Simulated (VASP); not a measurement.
# GaN (F-43m) in VASP: a series of runs

GaN is run at these levels: r2SCAN+rVV10; tasks: single point.

Everything below comes from runs of VASP 6.6.1. Logs are shortened: lines on timing, memory, paths and dates and some standing lists are left out, and cuts for length are marked.

### Step 1. The cell of the first run

The structure is cubic, space group F-43m (No. 216). The conventional cell has a = 4.415 Å, b = 4.415 Å, c = 4.415 Å, α = 90.00°, β = 90.00°, γ = 90.00°. Ga (site symmetry -43m) has 4 N at 1.91 Å within 2.5 Å. N (site symmetry -43m) has 4 Ga at 1.91 Å within 2.5 Å.

### Step 2. Single point, r2SCAN+rVV10

The input, POSCAR:

```
GaN
1.0
    0.0000000000      2.2074978911      2.2074978911
    2.2074978911      0.0000000000      2.2074978911
    2.2074978911      2.2074978911      0.0000000000
Ga N
1 1
Direct
    0.0000000000      0.0000000000      0.0000000000
    0.2500000000      0.2500000000      0.2500000000
```

The input, INCAR.step1:

```
SYSTEM = GaN
PREC = Accurate ; ENCUT = 520
ISMEAR = -1 ; SIGMA = 0.05
LREAL = .False. ; LASPH = .True.
NELM = 80 ; NBANDS = 16
GGA = PE ; ALGO = Normal
EDIFF = 1E-4 ; LWAVE = .True.
LCHARG = .False.
```

The input, INCAR.step2:

```
SYSTEM = GaN
PREC = Accurate ; ENCUT = 520
EDIFF = 1E-6 ; ISMEAR = -1
SIGMA = 0.05 ; LREAL = .False.
LASPH = .True. ; NELM = 80
ALGO = Normal ; ISIF = 2
LWAVE = .False. ; LCHARG = .False.
METAGGA = R2SCAN ; LMIXTAU = .True.
LUSE_VDW = .True. ; IVDW_NL = 2
BPARAM = 11.95 ; CPARAM = 0.0093
NBANDS = 16 ; ISTART = 1
```

The input, KPOINTS:

```
regular mesh
0
Gamma
  10 10 10
  0 0 0
```

Potentials or basis: VASP PAW PBE potentials, release 64 (Ga_d, N).

The run is started by

```console
$ cat potpaw_PBE.64/Ga_d/POTCAR potpaw_PBE.64/N/POTCAR > POTCAR
$ cp INCAR.step1 INCAR
$ mpirun -np 1 vasp_std > vasp.out
$ cp INCAR.step2 INCAR
$ mpirun -np 1 vasp_std > vasp.out
```

OUTCAR:

```text
SYSTEM = GaN
   PREC = Accurate
   ENCUT = 520
   EDIFF = 1E-6
   ISMEAR = -1
   LREAL = .False.
   LASPH = .True.
   NELM = 80
   ISIF = 2
   METAGGA = R2SCAN
   IVDW_NL = 2
   BPARAM = 11.95
   ISTART = 1

 ion  position               nearest neighbor table
   1  0.000  0.000  0.000-   2 1.91   2 1.91   2 1.91   2 1.91
   2  0.250  0.250  0.250-   1 1.91   1 1.91   1 1.91   1 1.91

  LATTYP: Found a face centered cubic cell.
 ALAT       =     4.4149957822

  Lattice vectors:

 A1 = (   0.0000000000,   2.2074978911,   2.2074978911)
 A2 = (   2.2074978911,   0.0000000000,   2.2074978911)
 A3 = (   2.2074978911,   2.2074978911,   0.0000000000)

Analysis of symmetry for initial positions (statically):
=====================================================================
 Subroutine PRICEL returns:
 Original cell was already a primitive cell.

 Routine SETGRP: Setting up the symmetry group for a
 face centered cubic supercell.

 Subroutine GETGRP returns: Found 24 space group operations
 (whereof 24 operations were pure point group operations)
 out of a pool of 48 trial point group operations.

The static configuration has the point symmetry T_d .

Analysis of symmetry for dynamics (positions and initial velocities):
=====================================================================
 Subroutine PRICEL returns:
 Original cell was already a primitive cell.

 Routine SETGRP: Setting up the symmetry group for a
 face centered cubic supercell.

 Subroutine GETGRP returns: Found 24 space group operations
 (whereof 24 operations were pure point group operations)
 out of a pool of 48 trial point group operations.

The dynamic configuration has the point symmetry T_d .

 Subroutine INISYM returns: Found 24 space group operations
 (whereof 24 operations are pure point group operations),
 and found     1 'primitive' translations

----------------------------------------------------------------------------------------

                                     Primitive cell

  volume of cell :      21.5145

  direct lattice vectors                    reciprocal lattice vectors
     0.000000000  2.207497891  2.207497891    -0.226500783  0.226500783  0.226500783
     2.207497891  0.000000000  2.207497891     0.226500783 -0.226500783  0.226500783
     2.207497891  2.207497891  0.000000000     0.226500783  0.226500783 -0.226500783
[... 76 lines left out ...]
   ISTART =      1    job   : 0-new  1-cont  2-samecut
   ICHARG =      0    charge: 1-file 2-atom 10-const
   ISPIN  =      1    spin polarized calculation?
   LNONCOLLINEAR =      F non collinear calculations
   LSORBIT =      F    spin-orbit coupling
   LASPH  =      T    aspherical Exc in radial PAW
   ENCUT  =  520.0 eV  38.22 Ry    6.18 a.u.   5.80  5.80  5.80*2*pi/ulx,y,z
   NELM   =     80;   NELMIN=  2; NELMDL=  0     # of ELM steps
   EDIFF  = 0.1E-05   stopping-criterion for ELM
   LREAL  =      F    real-space projection
   EDIFFG = 0.1E-04   stopping-criterion for IOM
   NSW    =      0    number of steps for IOM
   IBRION =     -1    ionic relax: 0-MD 1-quasi-New 2-CG
   NFREE  =      0    steps in history (QN), initial steepest desc. (CG)
   ISIF   =      2    stress and relaxation
   ISYM   =      2    0-nonsym 1-usesym 2-fastsym
   POTIM  = 0.5000    time-step for ionic-motion
   TEBEG  =    0.0;   TEEND  =   0.0 temperature during run
   PSTRESS=    0.0 pullay stress
   NELECT =      18.0000    total number of electrons
   NUPDOWN=      -1.0000    fix difference up-down
   EMIN   =  10.00;   EMAX   =-10.00  energy-range for DOS
   EFERMI =   0.00;   METHOD = LEGACY
   ISMEAR =    -1;   SIGMA  =   0.05  broadening in eV -4-tet -1-fermi 0-gaus
   EFERMI_NEDOS =   21; number of points for ismear=-14 and -15
   IALGO  =     38    algorithm
   IMIX   =      4    mixing-type and parameters
     AMIX     =   0.40;   BMIX     =  1.00
     AMIX_MAG =   1.60;   BMIX_MAG =  1.00
  volume/ion in A,a.u.               =      10.76        72.59
  Fermi-wavevector in a.u.,A,eV,Ry     =   1.542607  2.915105 32.376929  2.379637
  Thomas-Fermi vector in A             =   2.648388
   LORBIT       =      0    0 simple, 1 ext, 2 COOP (PROOUT), +10 PAW based schemes
   METAGGA = R2SCAN    functional components
   LHFCALC =     F    Hartree Fock is set to
   AEXX    =    0.0000 exact exchange contribution
   IVDW_NL    =     2    kernel type
   BPARAM     =11.9500
   IVDW    =     0    specifies the selected vdW correction
   LEPSILON=     F    determine dielectric tensor
   LRPA    =     F    only Hartree local field effects (RPA)
 non-spin polarized calculation
  energy-cutoff  :      520.00
  volume of cell :       21.51
 maximum number of plane-waves:       589
   NGX = 11   NGY = 11   NGZ = 11

 number of electron      18.0000008 magnetization

 Free energy of the ion-electron system (eV)
  ---------------------------------------------------
  ext. energy  EPLUGINS =         0.00000000
  ---------------------------------------------------
  free energy    TOTEN  =       -21.35656962 eV

  energy without entropy =      -21.35656962  energy(sigma->0) =      -21.35656962

 E-fermi :   6.6880     XC(G=0): -13.0538

 val. band max:        5.6982010700   @ k =   0.0000   0.0000   0.0000
 cond. band min:       8.1949721927   @ k =   0.0000   0.0000   0.0000
 fundamental gap:      2.4967711227
 Fermi energy:         6.6880288089

 k-point     1 :       0.0000    0.0000    0.0000
  band No.  band energies     occupation
      1     -11.5965      2.00000
      2      -8.1759      2.00000
      3      -8.1759      2.00000
      4      -8.1759      2.00000
      5      -7.7506      2.00000
      6      -7.7506      2.00000
[... 433 lines left out ...]
      3      -7.8926      2.00000
      4      -7.8904      2.00000
      5      -7.6771      2.00000
      6      -6.9926      2.00000
[... 8 lines left out ...]
     15      29.6739      0.00000
     16      30.0783      0.00000

 [... further k-points ...]
[... 5 lines left out ...]
  --------------------------------------------------------------------------------------
  -------------------------------------------------------------------------------------
  Total        1.6616203      1.6616203      1.6616203      0.0000000      0.0000000     -0.0000000
  in kB      123.7403903    123.7403903    123.7403903      0.0000000      0.0000000     -0.0000000
  external PRESSURE =     123.7403903 kB  Pullay stress =       0.0000000 kB

 VOLUME and BASIS-vectors are now :
 -----------------------------------------------------------------------------
  energy-cutoff  :      520.00
  volume of cell :       21.51
      direct lattice vectors                 reciprocal lattice vectors
     0.000000000  2.207497891  2.207497891    -0.226500783  0.226500783  0.226500783
     2.207497891  0.000000000  2.207497891     0.226500783 -0.226500783  0.226500783
     2.207497891  2.207497891  0.000000000     0.226500783  0.226500783 -0.226500783

 POSITION                                       TOTAL-FORCE (eV/Angst)
 -----------------------------------------------------------------------------------
      0.00000      0.00000      0.00000         0.000000      0.000000      0.000000
      1.10375      1.10375      1.10375        -0.000000     -0.000000     -0.000000
 -----------------------------------------------------------------------------------
    total drift:                                0.000007      0.000007      0.000007

  FREE ENERGIE OF THE ION-ELECTRON SYSTEM (eV)
  ---------------------------------------------------
  free  energy   TOTEN  =       -21.3565696170 eV

  energy  without entropy=      -21.3565696170  energy(sigma->0) =      -21.35656962
```

OUTCAR.step1:

```text
SYSTEM = GaN
   PREC = Accurate
   ENCUT = 520
   ISMEAR = -1
   LREAL = .False.
   LASPH = .True.
[... 676 lines left out ...]
      0.00000      0.00000      0.00000        -0.000000     -0.000000     -0.000000
      1.10375      1.10375      1.10375         0.000000      0.000000      0.000000
 -----------------------------------------------------------------------------------
    total drift:                                0.000001      0.000001      0.000000

  FREE ENERGIE OF THE ION-ELECTRON SYSTEM (eV)
  ---------------------------------------------------
  free  energy   TOTEN  =       -12.0437651530 eV

  energy  without entropy=      -12.0437651529  energy(sigma->0) =      -12.04376515
```

OSZICAR.step1:

```text
N       E                     dE             d eps       ncg     rms          rms(c)
DAV:   1     0.771501553306E+02    0.77150E+02   -0.95068E+03  1712   0.204E+03
DAV:   2    -0.891396951939E+01   -0.86064E+02   -0.81022E+02  1672   0.321E+02
DAV:   3    -0.141019435083E+02   -0.51880E+01   -0.51723E+01  1848   0.675E+01
DAV:   4    -0.141503540725E+02   -0.48411E-01   -0.48407E-01  1752   0.699E+00
DAV:   5    -0.141510257588E+02   -0.67169E-03   -0.67168E-03  1936   0.754E-01    0.795E+00
DAV:   6    -0.120386301930E+02    0.21124E+01   -0.48421E+00  2296   0.418E+01    0.268E+00
DAV:   7    -0.120510794597E+02   -0.12449E-01   -0.35254E-01  1608   0.643E+00    0.180E+00
DAV:   8    -0.120472563566E+02    0.38231E-02   -0.47596E-02  1768   0.340E+00    0.694E-01
DAV:   9    -0.120435979911E+02    0.36584E-02   -0.14228E-02  2224   0.296E+00    0.170E-01
DAV:  10    -0.120438578061E+02   -0.25981E-03   -0.15541E-03  1856   0.596E-01    0.710E-02
DAV:  11    -0.120437651530E+02    0.92653E-04   -0.25717E-04  1528   0.247E-01
   1 F= -.12043765E+02 E0= -.12043765E+02  d E =-.324587E-10
```

It took 2.9 min on 1 thread of AMD EPYC 7R13, shared host; peak memory 0.19 GiB.

Results:

* Free energy: -21.3566 eV
* Pressure: 12.4 GPa
* Band gap on the k mesh: 2.50 eV, direct

Caveat: the PAW data sets were made with another functional, which shifts forces and pressure a little. r2SCAN opens gaps a little over a GGA but as a rule still falls short of measured ones.

### Step 3. Single point, r2SCAN+rVV10

This run uses another cell than the first one, of 10.99 Å³/atom, 1.021 times its volume.

The input, POSCAR:

```
GaN
1.0
    0.0000000000      2.2230441631      2.2230441631
    2.2230441631      0.0000000000      2.2230441631
    2.2230441631      2.2230441631      0.0000000000
Ga N
1 1
Direct
    0.0000000000      0.0000000000      0.0000000000
    0.2500000000      0.2500000000      0.2500000000
```

The input, INCAR.step1:

```
  ALGO = Normal
  EDIFF = 1E-4
  ENCUT = 520
  GGA = PE
  ISMEAR = -1
  LASPH = T
  LCHARG = F
  LREAL = F
  LWAVE = T
  NBANDS = 16
  NELM = 80
  PREC = Accurate
  SIGMA = 0.05
```

The input, INCAR.step2:

```
  ALGO = Normal
  BPARAM = 11.95
  CPARAM = 0.0093
  EDIFF = 1E-6
  ENCUT = 520
  ISIF = 2
  ISMEAR = -1
  ISTART = 1
  IVDW_NL = 2
  LASPH = T
  LCHARG = T
  LELF = T
  LMIXTAU = T
  LREAL = F
  LUSE_VDW = T
  LVHAR = T
  LWAVE = F
  METAGGA = R2SCAN
  NBANDS = 16
  NELM = 80
  PREC = Accurate
  SIGMA = 0.05
```

The input, KPOINTS:

```
k-points
0
Gamma
  10 10 10
```

Potentials or basis: VASP PAW PBE potentials, release 64 (Ga_d, N).

The run is started by

```console
$ cat potpaw_PBE.64/Ga_d/POTCAR potpaw_PBE.64/N/POTCAR > POTCAR
$ cp INCAR.step1 INCAR
$ mpirun -np 1 vasp_std > vasp.out
$ cp INCAR.step2 INCAR
$ mpirun -np 1 vasp_std > vasp.out
```

Run time: 3 min. Hardware: 1 thread of AMD EPYC 7R13, shared host; peak memory 0.19 GiB.

It converged, with:

| Property | Result |
| --- | --- |
| Free energy | -21.3846 eV |
| Pressure | 7.3 GPa |
| Band gap on the k mesh | 2.36 eV, direct |

Levels at points of the mesh, in eV from the valence-band top:
| k point | band 6 | band 7 | band 8 | band 9 | band 10 | band 11 | band 12 | band 13 |
| --- | --- | --- | --- | --- | --- | --- | --- | --- |
| (0.00, 0.00, 0.00) | -13.45 | 0.00 | 0.00 | 0.00 | 2.36 | 11.26 | 11.26 | 11.26 |
| (0.50, 0.00, 0.00) | -12.32 | -7.45 | -1.05 | -1.05 | 5.43 | 9.62 | 11.19 | 11.19 |
| (0.50, 0.50, 0.00) | -11.95 | -6.40 | -2.94 | -2.94 | 3.73 | 7.47 | 12.86 | 15.38 |

Caveat: the PAW data sets were made with another functional, which shifts forces and pressure a little.
